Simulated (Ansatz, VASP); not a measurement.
AlNi3: VASP beside Ansatz

```
Al Ni
1.0
     3.52305    0.00000    0.00000
     0.00000    3.52305    0.00000
     0.00000    0.00000    3.52305
Al Ni
1 3
Direct
  0.00000 0.00000 0.00000
  0.00000 0.50000 0.50000
  0.50000 0.00000 0.50000
  0.50000 0.50000 0.00000
```

Alike in both runs: task single point; functional PBE; k mesh 12 × 12 × 12; occupations gaussian, width 0.05 eV; collinear spin.

```csv
,VASP,Ansatz
version,VASP 6.6.1,Ansatz 0.2.0
potentials or method,"VASP PAW PBE potentials, release 64 (Al, Ni), cutoff 520 eV","scalar-relativistic, plane waves, PAW"
valence electrons in the cell,33,57
```

|  | VASP | Ansatz | Ansatz less VASP |
| --- | --- | --- | --- |
| pressure (GPa) | 7.3 | 7.3 | -0.01 |
| net moment per atom (μB) | 0.18 | 0.18 | +0.007 |
| size of the moment on the site where the two differ most (μB) | 0.25 | 0.27 | +0.022 |

Site moments also hang on the region over which each program counts them. VASP's potentials hold 33 valence electrons a cell and Ansatz's 57, so a difference there can come from the potentials and not from the codes.
